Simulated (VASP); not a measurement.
# HfZrSe3 (R-3) in VASP: a series of runs, part 2 of 2

VASP 6.6.1. Earlier steps stand in the parts before.

## (3) Single point, PBE

Input file INCAR:

```
SYSTEM = HfZrSe3
ALGO = Normal
EDIFF = 1E-7
ENCUT = 520
GGA = PE
ISIF = 2
ISMEAR = 0
LASPH = .TRUE.
LCHARG = .FALSE.
LREAL = .FALSE.
LWAVE = .FALSE.
NBANDS = 51
NELM = 80
PREC = Accurate
SIGMA = 0.1
```

Input file KPOINTS:

```
k-points
0
G
  6 6 6
  0 0 0
```

Input file POSCAR:

```
HfZrSe3
1.0
    3.2417900779      1.8716483741      6.4788116175
   -3.2417900779      1.8716483741      6.4788116175
    0.0000000000     -3.7432967482      6.4788116175
Zr Hf Se
2 2 6
Direct
    0.0000000000      0.0000000000      0.0000000000
    0.5000000000      0.5000000000      0.5000000000
    0.6641372391      0.6641372391      0.6641372391
    0.3358627609      0.3358627609      0.3358627609
    0.0770238410      0.4215211215      0.7569142007
    0.4215211215      0.7569142007      0.0770238410
    0.7569142007      0.0770238410      0.4215211215
    0.9229761590      0.5784788785      0.2430857993
    0.5784788785      0.2430857993      0.9229761590
    0.2430857993      0.9229761590      0.5784788785
```

Potentials or basis: VASP PAW PBE potentials, release 64 (Zr_sv, Hf_pv, Se).

Run with:

```sh
$ cat potpaw_PBE.64/Zr_sv/POTCAR potpaw_PBE.64/Hf_pv/POTCAR potpaw_PBE.64/Se/POTCAR > POTCAR
$ mpirun -np 1 vasp_std > vasp.out
```

OUTCAR:

```text
SYSTEM = HfZrSe3
   EDIFF = 1E-7
   ENCUT = 520
   GGA = PE
   ISIF = 2
   ISMEAR = 0
   LASPH = .TRUE.
   LREAL = .FALSE.
   NELM = 80
   PREC = Accurate

 ion  position               nearest neighbor table
   1  0.000  0.000  0.000-   7 2.72  10 2.72   8 2.72   5 2.72   9 2.72   6 2.72   3 3.74   4 3.74
                             3 3.74   3 3.74   4 3.74   4 3.74
   2  0.500  0.500  0.500-   6 2.71   9 2.71   8 2.71   5 2.71   7 2.71  10 2.71   3 3.19   4 3.19

   3  0.664  0.664  0.664-   7 2.72   6 2.72   5 2.72   9 2.73   8 2.73  10 2.73   2 3.19   1 3.74
                             1 3.74   1 3.74   4 3.74   4 3.74   4 3.74
   4  0.336  0.336  0.336-  10 2.72   9 2.72   8 2.72   6 2.73   5 2.73   7 2.73   2 3.19   1 3.74
                             1 3.74   1 3.74   3 3.74   3 3.74   3 3.74
   5  0.077  0.422  0.757-   2 2.71   1 2.72   3 2.72   4 2.73
   6  0.422  0.757  0.077-   2 2.71   1 2.72   3 2.72   4 2.73
   7  0.757  0.077  0.422-   2 2.71   1 2.72   3 2.72   4 2.73
   8  0.923  0.578  0.243-   2 2.71   1 2.72   4 2.72   3 2.73
   9  0.578  0.243  0.923-   2 2.71   1 2.72   4 2.72   3 2.73
  10  0.243  0.923  0.578-   2 2.71   1 2.72   4 2.72   3 2.73

  LATTYP: Found a trigonal (rhomboedric) cell.
 ALAT       =     7.4824642011
 COS(alpha) =     0.6245859885

  Lattice vectors:

 A1 = (   3.2417900779,   1.8716483741,   6.4788116175)
 A2 = (  -3.2417900779,   1.8716483741,   6.4788116175)
 A3 = (   0.0000000000,  -3.7432967482,   6.4788116175)

Analysis of symmetry for initial positions (statically):
=====================================================================
 Subroutine PRICEL returns:
 Original cell was already a primitive cell.

 Routine SETGRP: Setting up the symmetry group for a
 trigonal (rhombohedral) supercell.

 Subroutine GETGRP returns: Found  6 space group operations
 (whereof  6 operations were pure point group operations)
 out of a pool of 12 trial point group operations.

The static configuration has the point symmetry S_6 .

Analysis of symmetry for dynamics (positions and initial velocities):
[... 158 lines left out ...]
 non-spin polarized calculation
 Gauss-broadening in eV      SIGMA  =   0.10
  energy-cutoff  :      520.00
  volume of cell :      235.86
 maximum number of plane-waves:      6382
   NGX = 27   NGY = 27   NGZ = 27

 number of electron      79.9999999 magnetization

 Free energy of the ion-electron system (eV)
  ---------------------------------------------------
  ext. energy  EPLUGINS =         0.00000000
  ---------------------------------------------------
  free energy    TOTEN  =       -71.01818198 eV

  energy without entropy =      -70.99150488  energy(sigma->0) =      -71.00484343

 E-fermi :   5.6430     XC(G=0): -10.0100

 val. band max:        5.6380057148   @ k =  -0.3333   0.3333   0.3333
 cond. band min:       5.6473346725   @ k =  -0.3333   0.3333   0.1667
 fundamental gap:      0.0093289577
 Fermi energy:         5.6429777193

 k-point     1 :       0.0000    0.0000    0.0000
  band No.  band energies     occupation
      1     -44.2912      2.00000
      2     -44.1564      2.00000
      3     -26.1510      2.00000
      4     -26.1510      2.00000
      5     -26.0913      2.00000
      6     -26.0913      2.00000
[... 1285 lines left out ...]
     50       8.2349      0.00000
     51       8.4181      0.00000

 [... further k-points ...]

------------------------ aborting loop because EDIFF is reached ----------------------------------------

  FORCE on cell =-STRESS in cart. coord.  units (eV):
  Direction    XX          YY          ZZ          XY          YZ          ZX
  --------------------------------------------------------------------------------------
  -------------------------------------------------------------------------------------
  Total       -0.1472877     -0.1472877     -0.2120673      0.0000001     -0.0000000     -0.0000000
  in kB       -1.0005096     -1.0005096     -1.4405505      0.0000008     -0.0000000     -0.0000000
  external PRESSURE =      -1.1471899 kB  Pullay stress =       0.0000000 kB

 VOLUME and BASIS-vectors are now :
 -----------------------------------------------------------------------------
  energy-cutoff  :      520.00
  volume of cell :      235.86
      direct lattice vectors                 reciprocal lattice vectors
     3.241790078  1.871648374  6.478811617     0.154235773  0.089048065  0.051449765
    -3.241790078  1.871648374  6.478811617    -0.154235773  0.089048065  0.051449765
     0.000000000 -3.743296748  6.478811617     0.000000000 -0.178096131  0.051449765

 POSITION                                       TOTAL-FORCE (eV/Angst)
 -----------------------------------------------------------------------------------
      0.00000      0.00000      0.00000        -0.000000     -0.000000     -0.000000
      0.00000      0.00000      9.71822        -0.000000     -0.000000     -0.000000
      0.00000      0.00000     12.90846        -0.000000     -0.000000     -0.002807
      0.00000      0.00000      6.52797        -0.000000     -0.000000      0.002807
     -1.11679     -1.90025      8.13388        -0.013198      0.014447     -0.023724
     -1.08727      1.91729      8.13388         0.019110      0.004206     -0.023724
      2.20406     -0.01704      8.13388        -0.005912     -0.018653     -0.023724
      1.11679      1.90025     11.30255         0.013198     -0.014447      0.023724
      1.08727     -1.91729     11.30255        -0.019110     -0.004206      0.023724
     -2.20406      0.01704     11.30255         0.005912      0.018653      0.023724
 -----------------------------------------------------------------------------------
    total drift:                                0.000000      0.000000     -0.000000

  FREE ENERGIE OF THE ION-ELECTRON SYSTEM (eV)
  ---------------------------------------------------
  free  energy   TOTEN  =       -71.0181819789 eV

  energy  without entropy=      -70.9915048805  energy(sigma->0) =      -71.00484343
```

It took 10 min on 1 thread of AMD EPYC 9R14 (Zen 4), shared host; peak memory 0.67 GiB.

Results:

| Item | Value |
| --- | --- |
| Free energy | -71.0182 eV |
| Pressure | -0.1 GPa |
| Largest force | 0.031 eV/Å |
| Band gap on the k mesh | zero (bands 40 and 41 overlap by 1.07 eV) |

Forces on the atoms (eV/Å):
```
Zr   0.000  0.000  0.000
Zr   0.000  0.000  0.000
Hf   0.000  0.000 -0.003
Hf   0.000  0.000  0.003
Se  -0.013  0.014 -0.024
Se   0.019  0.004 -0.024
Se  -0.006 -0.019 -0.024
Se   0.013 -0.014  0.024
Se  -0.019 -0.004  0.024
Se   0.006  0.019  0.024
```

Levels at points of the mesh, in eV from the Fermi level:
```csv
k point,band 36,band 37,band 38,band 39,band 40,band 41,band 42,band 43,band 44,band 45
"(0.00, 0.00, 0.00)",-1.73,-1.29,-1.29,-0.98,-0.04,-0.04,0.53,0.53,1.31,1.51
"(0.50, 0.00, 0.00)",-2.76,-2.28,-2.21,-0.74,-0.68,0.45,0.59,0.82,0.88,0.97
"(0.50, 0.50, 0.00)",-2.89,-2.66,-2.41,-1.14,-0.22,0.16,0.59,0.64,0.88,0.95
"(0.50, 0.50, 0.50)",-3.23,-1.91,-1.91,0.33,0.62,0.62,0.68,0.68,0.71,1.47
```

Caveat: spin-orbit coupling is left out, which moves the levels of the heavy elements.
